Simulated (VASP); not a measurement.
Set up this calculation in VASP 6.6.1, as the native input.

```yaml
Task: single point
Functional: PBE
Potentials_or_basis: VASP PAW PBE potentials, release 64 (Be, N, O)
Cutoff: 520 eV
k_mesh: 6 × 4 × 1
Occupations: gaussian, width 0.1 eV
Spin: collinear spin, ferromagnetic start
Starting_moments: "[0.0, 0.0, 0.0, 0.0, 0.0, 0.0, 0.0, 0.0, 0.0, 0.0, 0.0, 0.0, 0.0, 0.0, 0.0, 0.0, 0.0, 0.0, 0.0, 0.0, 0.0, 0.0, 0.0, 0.0, 1.0, 0.0] μB"
Dipole_correction: yes
Further_INCAR_settings: ALGO = Normal; EDIFF = 1e-06; NBANDS = 52; NELMDL = -8
```

The structure of Be24NO lies in POSCAR:

```
Be24NO
1.0
    4.5254381411      0.0000000000      0.0000000000
    0.0000000000      7.1336190820      0.0000000000
    0.0000000000      0.0000000000     22.3685529248
Be N O
24 1 1
Direct
    0.0000000000      0.3750000000      0.1788224752
    0.0000000000      0.8750000000      0.1788224752
    0.5000000000      0.3750000000      0.1788224752
    0.5000000000      0.8750000000      0.1788224752
    0.2500000000      0.1250000000      0.2080237711
    0.2500000000      0.6250000000      0.2080237711
    0.7500000000      0.1250000000      0.2080237711
    0.7500000000      0.6250000000      0.2080237711
    0.2500000000      0.3750000000      0.2664263628
    0.2500000000      0.8750000000      0.2664263628
    0.7500000000      0.3750000000      0.2664263628
    0.7500000000      0.8750000000      0.2664263628
    0.0000000000      0.1250000000      0.2903069137
    0.0000000000      0.6250000000      0.2903069137
    0.5000000000      0.1250000000      0.2903069137
    0.5000000000      0.6250000000      0.2903069137
    0.0000000000      0.3750000000      0.3546814205
    0.0000000000      0.8750000000      0.3546814205
    0.5000000000      0.3750000000      0.3546814205
    0.5000000000      0.8750000000      0.3546814205
    0.2500000000      0.1250000000      0.3741213369
    0.2500000000      0.6250000000      0.3741213369
    0.7500000000      0.1250000000      0.3741213369
    0.7500000000      0.6250000000      0.3741213369
    0.7500000000      0.4583333333      0.4331327537
    0.8487676923      0.5571010257      0.4704344962
```

These files were run (other wordings do the same):

INCAR

```
SYSTEM = Be24NO
  ALGO = Normal
  DIPOL = 0.5 0.5 0.292
  EDIFF = 1E-6
  ENCUT = 520
  GGA = PE
  GGA_COMPAT = .FALSE.
  IDIPOL = 3
  ISIF = 2
  ISMEAR = 0
  ISPIN = 2
  KPAR = 4
  LASPH = .TRUE.
  LCHARG = .FALSE.
  LDIPOL = .TRUE.
  LORBIT = 11
  LREAL = .FALSE.
  LWAVE = .FALSE.
  MAGMOM = 0 0 0 0 0 0 0 0 0 0 0 0 0 0 0 0 0 0 0 0 0 0 0 0 1 0
  NBANDS = 52
  NELM = 200
  NELMDL = -8
  PREC = Accurate
  SIGMA = 0.1
```

KPOINTS

```
k-points
0
G
  6 4 1
  0 0 0
```

Potentials or basis: VASP PAW PBE potentials, release 64 (Be, N, O).

Command:

```sh
$ cat potpaw_PBE.64/Be/POTCAR potpaw_PBE.64/N/POTCAR potpaw_PBE.64/O/POTCAR > POTCAR
$ mpirun -np 4 vasp_std > vasp.out
```

It gave:

| Property | Result |
| --- | --- |
| Largest force | 4.477 eV/Å |
| Net moment | 0.00 μB per cell |
| Valence electrons inside the program's atomic spheres | Be 1.02, 1.01, 1.16, 1.18, 1.17, 1.21, 1.22, 1.15, 1.10, 1.14, 1.08, 1.07, 1.20 (each value once); N 3.74; O 5.09 |

Caveat: the standard files for N, O and F lose accuracy on very short bonds.

It took 19 min on 4 MPI ranks on Intel(R) Xeon(R) Platinum 8259CL CPU @ 2.50GHz (Skylake/Cascade Lake), with other jobs on the host, peak memory 1.4 GiB a rank.
